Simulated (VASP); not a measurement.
# Co: single point with r2SCAN

Crystal: Co.

```
Co
1.0
     2.47152    0.00000    0.00000
    -1.23576    2.14040    0.00000
     0.00000    0.00000    4.02711
Co
2
Direct
  0.33333 0.66667 0.25000
  0.66667 0.33333 0.75000
```

```
Program             : VASP 6.6.1
Task                : single point
Functional          : r2SCAN
Potentials or basis : VASP PAW PBE potentials, release 64 (Co)
Cutoff              : 520 eV
k mesh              : 2 × 2 × 1
Occupations         : fermi-dirac, width 0.05 eV
Spin                : collinear spin, ferromagnetic start
Starting moments    : [1.891, 1.891] μB
```

The pressure is -6.3 GPa and the net moment is 3.00 μB per cell. The site moments are Co +1.57 μB and the valence electrons inside the program's atomic spheres are Co 8.34.

Stress tensor (GPa, compression positive):
```
-14.08   0.00   0.00
  0.00 -14.08   0.00
  0.00   0.00   9.22
```

Levels at points of the mesh, in eV from the Fermi level:
Spin up:
```csv
k point,band 7,band 8,band 9,band 10,band 11,band 12,band 13,band 14,band 15,band 16
"(0.00, 0.00, 0.00)",-2.84,-2.64,-2.64,-1.56,-1.56,-0.25,6.54,22.90,25.90,25.90
"(0.50, 0.00, 0.00)",-2.48,-1.49,-1.35,-1.35,1.19,3.32,9.98,10.72,12.95,14.42
```
Spin down:
```tsv
k point	band 6	band 7	band 8	band 9	band 10	band 11
(0.00, 0.00, 0.00)	-0.86	-0.72	-0.72	0.00	0.00	1.27
(0.50, 0.00, 0.00)	-1.03	-0.98	1.24	1.40	1.54	2.36
```

It took 27 s on 1 thread of Intel(R) Xeon(R) Platinum 8559C (Emerald Rapids), with other jobs on the host, peak memory 0.13 GiB.

Caveat: the k points lie up to 1.56 Å⁻¹ apart; the PAW data sets were made with another functional, which shifts forces and pressure a little.
